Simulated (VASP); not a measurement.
Wanted: the native input for a VASP 6.6.1 run.

```yaml
Task: relaxation of cell and atoms
Functional: PBE
Potentials_or_basis: VASP PAW PBE potentials, release 64 (Ti_sv, H)
Cutoff: 600 eV
k_mesh: 12 × 12 × 10
Occupations: gaussian, width 0.1 eV
Spin: no spin polarisation
Dipole_correction: no
Further_INCAR_settings: ALGO = Normal; EDIFF = 1e-07; IBRION = 2; EDIFFG = -0.01; NSW = 100; ISIF = 3
```

The structure of TiH5 lies in POSCAR:

```
TiH5
1.0
    3.0117708331      0.0000000000      0.0000000000
   -1.5058854166      2.6082700519      0.0000000000
    0.0000000000      0.0000000000      3.8941918410
Ti H
1 5
Direct
    0.0000000000      0.0000000000      0.0000000000
    0.3333333333      0.6666666667      0.7665453696
    0.6666666667      0.3333333333      0.7665453696
    0.6666666667      0.3333333333      0.2334546304
    0.3333333333      0.6666666667      0.2334546304
    0.0000000000      0.0000000000      0.5000000000
```

The input as run:

INCAR

```
PREC     = Accurate       # precision mode
ENCUT    = 600            # plane-wave cutoff, eV
EDIFF    = 1E-7           # SCF threshold, eV
ISMEAR   = 0              # smearing method
SIGMA    = 0.1            # smearing width, eV
LREAL    = False          # projectors in reciprocal space
LASPH    = True           # aspherical terms in the spheres
NELM     = 60             # most SCF steps
ALGO     = Normal         # electronic algorithm
ISIF     = 3              # what is computed and relaxed
LWAVE    = False          # write WAVECAR
LCHARG   = False          # write CHGCAR
GGA      = PE             # functional
IBRION   = 2              # ionic algorithm
NSW      = 100            # ionic steps
EDIFFG   = -0.01          # ionic threshold
```

KPOINTS

```
regular mesh
0
Gamma
  12 12 10
```

Potentials or basis: VASP PAW PBE potentials, release 64 (Ti_sv, H).

Command:

```console
$ cat potpaw_PBE.64/Ti_sv/POTCAR potpaw_PBE.64/H/POTCAR > POTCAR
$ mpirun -np 1 vasp_std > vasp.out
```

Results of the run:

The relaxed volume is 5.10 Å³/atom. The relaxed cell is a = 3.005 Å, b = 3.005 Å, c = 3.914 Å, α = 90.00°, β = 90.00°, γ = 120.00° and the space group after relaxing (to 0.05 Å) is P6/mmm (No. 191). The energy gained by relaxing is 0.1 meV/atom. The ionic steps are 3 and the pressure after relaxing is 0.1 GPa.

Wall time 33 s on 1 thread of Intel(R) Xeon(R) 6975P-C (Granite Rapids) (shared host), peak memory 0.18 GiB.
